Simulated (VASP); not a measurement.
# WC (P-6m2) in VASP: single point with PBE+D3(BJ)

Aim: the single point of WC with PBE+D3(BJ).

Program: VASP 6.6.1. These are calculated values, not measurements. Logs are shortened: lines on timing, memory, paths and dates and some standing lists are left out, and cuts for length are marked.

### 1 The cell of the first run

It takes space group P-6m2 (No. 187, hexagonal). Conventional cell: a = 2.902 Å, b = 2.902 Å, c = 2.833 Å, α = 90.00°, β = 90.00°, γ = 120.00°. W (site symmetry -6m2) has 6 C at 2.19 Å and 8 W at 2.83 to 2.90 Å within 3.0 Å. Within 3.0 Å of C (site symmetry -6m2) lie 6 W at 2.19 Å and 8 C at 2.83 to 2.90 Å.

### 2 Single point, PBE+D3(BJ)

The input, INCAR:

```
SYSTEM = WC
PREC     = Accurate       ! precision mode
ENCUT    = 910            ! plane-wave cutoff, eV
EDIFF    = 1E-6           ! SCF threshold, eV
ISMEAR   = 0              ! smearing method
SIGMA    = 0.1            ! smearing width, eV
LREAL    = .FALSE.        ! projectors in reciprocal space
LASPH    = .TRUE.         ! aspherical terms in the spheres
NELM     = 120            ! most SCF steps
ALGO     = Normal         ! electronic algorithm
ISIF     = 2              ! what is computed and relaxed
LWAVE    = .FALSE.        ! write WAVECAR
LCHARG   = .FALSE.        ! write CHGCAR
GGA      = PE             ! functional
IVDW     = 12             ! dispersion correction
NBANDS   = 16             ! bands
GGA_COMPAT= .FALSE.
```

The input, KPOINTS:

```
regular mesh
0
G
  18 18 14
  0 0 0
```

The input, POSCAR:

```
WC
1.0
    2.9019056877      0.0000000000      0.0000000000
   -1.4509528438      2.5131240449      0.0000000000
    0.0000000000      0.0000000000      2.8326656512
W C
1 1
Direct
    0.0000000000      0.0000000000      0.0000000000
    0.6666666667      0.3333333333      0.5000000000
```

Potentials or basis: VASP PAW PBE potentials, release 64 (W_sv, C_h).

Run with:

```bash
> cat potpaw_PBE.64/W_sv/POTCAR potpaw_PBE.64/C_h/POTCAR > POTCAR
> mpirun -np 1 vasp_std > vasp.out
```

OUTCAR:

```text
SYSTEM = WC
   PREC = Accurate
   ENCUT = 910
   EDIFF = 1E-6
   ISMEAR = 0
   LREAL = .FALSE.
   LASPH = .TRUE.
   NELM = 120
   ISIF = 2
   GGA = PE
   IVDW = 12
 IVDW          = 12

 ion  position               nearest neighbor table
   1  0.000  0.000  0.000-   2 2.19   2 2.19   2 2.19   2 2.19   2 2.19   2 2.19
   2  0.667  0.333  0.500-   1 2.19   1 2.19   1 2.19   1 2.19   1 2.19   1 2.19

  LATTYP: Found a hexagonal cell.
 ALAT       =     2.9019056877
 C/A-ratio  =     0.9761398047

  Lattice vectors:

 A1 = (   2.9019056877,   0.0000000000,   0.0000000000)
 A2 = (  -1.4509528438,   2.5131240449,   0.0000000000)
 A3 = (   0.0000000000,   0.0000000000,   2.8326656512)

Analysis of symmetry for initial positions (statically):
=====================================================================
 Subroutine PRICEL returns:
 Original cell was already a primitive cell.

 Routine SETGRP: Setting up the symmetry group for a
 hexagonal supercell.

 Subroutine GETGRP returns: Found 12 space group operations
 (whereof 12 operations were pure point group operations)
 out of a pool of 24 trial point group operations.

The static configuration has the point symmetry D_3h.

Analysis of symmetry for dynamics (positions and initial velocities):
=====================================================================
 Subroutine PRICEL returns:
 Original cell was already a primitive cell.

 Routine SETGRP: Setting up the symmetry group for a
 hexagonal supercell.

 Subroutine GETGRP returns: Found 12 space group operations
 (whereof 12 operations were pure point group operations)
 out of a pool of 24 trial point group operations.

The dynamic configuration has the point symmetry D_3h.

 Subroutine INISYM returns: Found 12 space group operations
 (whereof 12 operations are pure point group operations),
 and found     1 'primitive' translations

----------------------------------------------------------------------------------------

                                     Primitive cell

  volume of cell :      20.6582

  direct lattice vectors                    reciprocal lattice vectors
     2.901905688  0.000000000  0.000000000     0.344601137  0.198955559  0.000000000
    -1.450952844  2.513124045  0.000000000     0.000000000  0.397911119  0.000000000
     0.000000000  0.000000000  2.832665651     0.000000000  0.000000000  0.353024368

  length of vectors
     2.901905688  2.901905688  2.832665651     0.397911119  0.397911119  0.353024368

  position of ions in fractional coordinates (direct lattice)
     0.000000000  0.000000000  0.000000000
     0.666666667  0.333333333  0.500000000

  ion indices of the primitive-cell ions
   primitive index   ion index
                 1           1
                 2           2

----------------------------------------------------------------------------------------

 KPOINTS: regular mesh

Automatic generation of k-mesh.
 Grid dimensions read from file:
 generate k-points for:   18   18   14

 Generating k-lattice:

  Cartesian coordinates                     Fractional coordinates (reciprocal lattice)
     0.019144508  0.011053087  0.000000000     0.055555556 -0.000000000  0.000000000
     0.000000000  0.022106173  0.000000000     0.000000000  0.055555556  0.000000000
     0.000000000  0.000000000  0.025216026     0.000000000  0.000000000  0.071428571

  Length of vectors
     0.022106173  0.022106173  0.025216026

  Shift w.r.t. Gamma in fractional coordinates (k-lattice)
     0.000000000  0.000000000  0.000000000

 Subroutine IBZKPT returns following result:
 ===========================================

 Found    296 irreducible k-points:

 Following reciprocal coordinates:
            Coordinates               Weight
  0.000000  0.000000  0.000000      1.000000
  0.055556  0.000000  0.000000      6.000000
  0.111111  0.000000  0.000000      6.000000
  0.166667  0.000000  0.000000      6.000000
  0.222222  0.000000  0.000000      6.000000
  0.277778  0.000000  0.000000      6.000000
[... 16 lines left out ...]
  0.333333  0.111111  0.000000     12.000000
  0.388889  0.111111  0.000000     12.000000
 [... further k-points ...]
   k-points           NKPTS =    296   k-points in BZ     NKDIM =    296   number of bands    NBANDS=     16
   number of dos      NEDOS =    301   number of ions     NIONS =      2
   total plane-waves  NPLWV =  25200
   dimension x,y,z NGX =    30 NGY =   30 NGZ =   28
   dimension x,y,z NGXF=    60 NGYF=   60 NGZF=   56
   ions per type =               1   1
   NGX,Y,Z   is equivalent  to a cutoff of  17.19, 17.19, 16.43 a.u.
   NGXF,Y,Z  is equivalent  to a cutoff of  34.37, 34.37, 32.87 a.u.
 SYSTEM =  WC
   PREC   = accura    normal or accurate (medium, high low for compatibility)
   ISTART =      0    job   : 0-new  1-cont  2-samecut
   ICHARG =      2    charge: 1-file 2-atom 10-const
   ISPIN  =      1    spin polarized calculation?
   LNONCOLLINEAR =      F non collinear calculations
   LSORBIT =      F    spin-orbit coupling
   LASPH  =      T    aspherical Exc in radial PAW
   ENCUT  =  910.0 eV  66.88 Ry    8.18 a.u.   7.14  7.14  6.97*2*pi/ulx,y,z
   NELM   =    120;   NELMIN=  2; NELMDL= -5     # of ELM steps
   EDIFF  = 0.1E-05   stopping-criterion for ELM
   LREAL  =      F    real-space projection
   EDIFFG = 0.1E-04   stopping-criterion for IOM
   NSW    =      0    number of steps for IOM
   IBRION =     -1    ionic relax: 0-MD 1-quasi-New 2-CG
   NFREE  =      0    steps in history (QN), initial steepest desc. (CG)
   ISIF   =      2    stress and relaxation
   ISYM   =      2    0-nonsym 1-usesym 2-fastsym
   POTIM  = 0.5000    time-step for ionic-motion
   TEBEG  =    0.0;   TEEND  =   0.0 temperature during run
   PSTRESS=    0.0 pullay stress
   NELECT =      18.0000    total number of electrons
   NUPDOWN=      -1.0000    fix difference up-down
   EMIN   =  10.00;   EMAX   =-10.00  energy-range for DOS
   EFERMI =   0.00;   METHOD = LEGACY
   ISMEAR =     0;   SIGMA  =   0.10  broadening in eV -4-tet -1-fermi 0-gaus
   EFERMI_NEDOS =   21; number of points for ismear=-14 and -15
   IALGO  =     38    algorithm
   IMIX   =      4    mixing-type and parameters
     AMIX     =   0.40;   BMIX     =  1.00
     AMIX_MAG =   1.60;   BMIX_MAG =  1.00
  volume/ion in A,a.u.               =      10.33        69.70
  Fermi-wavevector in a.u.,A,eV,Ry     =   1.563633  2.954838 33.265538  2.444948
  Thomas-Fermi vector in A             =   2.666375
   LORBIT       =      0    0 simple, 1 ext, 2 COOP (PROOUT), +10 PAW based schemes
   GGA     = PE    functional components
   LHFCALC =     F    Hartree Fock is set to
   AEXX    =    0.0000 exact exchange contribution
   IVDW    =    12    specifies the selected vdW correction
   LEPSILON=     F    determine dielectric tensor
   LRPA    =     F    only Hartree local field effects (RPA)
 non-spin polarized calculation
 Gauss-broadening in eV      SIGMA  =   0.10
  energy-cutoff  :      910.00
  volume of cell :       20.66
 maximum number of plane-waves:      1312
 NGX is ok and might be reduce to    30
   NGX = 15   NGY = 15   NGZ = 13

 number of electron      18.0000001 magnetization

 Free energy of the ion-electron system (eV)
  ---------------------------------------------------
  ext. energy  EPLUGINS =         0.00000000
  ---------------------------------------------------
  free energy    TOTEN  =       -22.44493631 eV

  energy without entropy =      -22.44362471  energy(sigma->0) =      -22.44428051

 E-fermi :  11.4702     XC(G=0): -13.8601

 val. band max:       11.4334408137   @ k =   0.1111   0.0000   0.3571
 cond. band min:      11.4811540495   @ k =   0.4444   0.0000   0.5000
 fundamental gap:      0.0477132358
 Fermi energy:        11.4701664670

 k-point     1 :       0.0000    0.0000    0.0000
  band No.  band energies     occupation
      1     -62.5166      2.00000
      2     -26.4963      2.00000
      3     -26.3942      2.00000
      4     -26.3942      2.00000
      5      -3.0077      2.00000
      6       7.1392      2.00000
[... 8 lines left out ...]
     15      25.8669      0.00000
     16      28.2584      0.00000

 k-point     2 :       0.0556    0.0000    0.0000
  band No.  band energies     occupation
      1     -62.5149      2.00000
      2     -26.4929      2.00000
      3     -26.4206      2.00000
      4     -26.4001      2.00000
      5      -2.9255      2.00000
      6       7.1706      2.00000
[... 8 lines left out ...]
     15      25.6766      0.00000
     16      28.4316      0.00000

 k-point     3 :       0.1111    0.0000    0.0000
  band No.  band energies     occupation
      1     -62.5097      2.00000
      2     -26.4960      2.00000
      3     -26.4832      2.00000
      4     -26.4172      2.00000
      5      -2.6857      2.00000
      6       7.1452      2.00000
[... 8 lines left out ...]
     15      25.3604      0.00000
     16      28.9307      0.00000

 k-point     4 :       0.1667    0.0000    0.0000
  band No.  band energies     occupation
      1     -62.5018      2.00000
      2     -26.6100      2.00000
      3     -26.4682      2.00000
      4     -26.4433      2.00000
      5      -2.3071      2.00000
      6       6.7709      2.00000
[... 8 lines left out ...]
     15      25.1929      0.00000
     16      29.7007      0.00000

 k-point     5 :       0.2222    0.0000    0.0000
  band No.  band energies     occupation
      1     -62.4921      2.00000
      2     -26.7473      2.00000
      3     -26.4752      2.00000
      4     -26.4497      2.00000
      5      -1.8195      2.00000
      6       6.2186      2.00000
[... 8 lines left out ...]
     15      25.3333      0.00000
     16      29.8382      0.00000

 k-point     6 :       0.2778    0.0000    0.0000
  band No.  band energies     occupation
      1     -62.4817      2.00000
      2     -26.8905      2.00000
      3     -26.5088      2.00000
      4     -26.4300      2.00000
      5      -1.2632      2.00000
      6       5.6648      2.00000
[... 8 lines left out ...]
     15      25.8740      0.00000
     16      29.3697      0.00000
[... 267 lines left out ...]
 k-point    21 :       0.2222    0.1111    0.0000
  band No.  band energies     occupation
      1     -62.4786      2.00000
      2     -26.9051      2.00000
      3     -26.5496      2.00000
      4     -26.4240      2.00000
      5      -1.0706      2.00000
      6       5.5818      2.00000
[... 8 lines left out ...]
     15      26.0074      0.00000
     16      29.1450      0.00000

 k-point    22 :       0.2778    0.1111    0.0000
  band No.  band energies     occupation
      1     -62.4694      2.00000
      2     -27.0188      2.00000
      3     -26.5898      2.00000
      4     -26.4065      2.00000
      5      -0.5067      2.00000
      6       5.1540      2.00000
[... 8 lines left out ...]
     15      26.6574      0.00000
     16      28.1147      0.00000

 k-point    23 :       0.3333    0.1111    0.0000
  band No.  band energies     occupation
      1     -62.4619      2.00000
      2     -27.1102      2.00000
      3     -26.6225      2.00000
      4     -26.3922      2.00000
      5       0.0082      2.00000
      6       4.8125      2.00000
[... 8 lines left out ...]
     15      26.1828      0.00000
     16      28.3520      0.00000

 k-point    24 :       0.3889    0.1111    0.0000
  band No.  band energies     occupation
      1     -62.4570      2.00000
      2     -27.1691      2.00000
      3     -26.6437      2.00000
      4     -26.3829      2.00000
      5       0.3837      2.00000
      6       4.5854      2.00000
[... 8 lines left out ...]
     15      25.3287      0.00000
     16      29.0501      0.00000

 [... further k-points ...]

------------------------ aborting loop because EDIFF is reached ----------------------------------------

 Edisp (eV)   -0.92798

 E8    (eV) :    -0.4255

  FORCE on cell =-STRESS in cart. coord.  units (eV):
  Direction    XX          YY          ZZ          XY          YZ          ZX
  --------------------------------------------------------------------------------------
  -------------------------------------------------------------------------------------
  Total       0.12390     0.12390     0.16143     0.00000     0.00000    -0.00000
  in kB       9.60917     9.60917    12.52001     0.00000     0.00000    -0.00000
  external pressure =       10.58 kB  Pullay stress =        0.00 kB

 VOLUME and BASIS-vectors are now :
 -----------------------------------------------------------------------------
  energy-cutoff  :      910.00
  volume of cell :       20.66
      direct lattice vectors                 reciprocal lattice vectors
     2.901905688  0.000000000  0.000000000     0.344601137  0.198955559  0.000000000
    -1.450952844  2.513124045  0.000000000     0.000000000  0.397911119  0.000000000
     0.000000000  0.000000000  2.832665651     0.000000000  0.000000000  0.353024368

 POSITION                                       TOTAL-FORCE (eV/Angst)
 -----------------------------------------------------------------------------------
      0.00000      0.00000      0.00000        -0.000000      0.000000      0.000000
      1.45095      0.83771      1.41633         0.000000      0.000000      0.000000
 -----------------------------------------------------------------------------------
    total drift:                               -0.000000      0.000000      0.000000

  FREE ENERGIE OF THE ION-ELECTRON SYSTEM (eV)
  ---------------------------------------------------
  free  energy   TOTEN  =       -23.3729137199 eV

  energy  without entropy=      -23.3716021174  energy(sigma->0) =      -23.37225792
```

Run time: 3.7 min. Hardware: 1 thread of Intel Xeon Platinum 8375C at 2.90GHz (Ice Lake), shared host; peak memory 0.36 GiB.

Results:

- Free energy: -23.3729 eV
- Pressure: 1.1 GPa
- Band gap on the k mesh: zero (bands 9 and 10 overlap by 1.21 eV)
- Dispersion energy per atom: -0.464 eV

Caveat: the cutoff is under 1.25 times the usual one of these potentials, so pressure, stress and relaxed cells hold a basis-set (Pulay) error; spin-orbit coupling is left out, which moves the levels of the heavy elements.
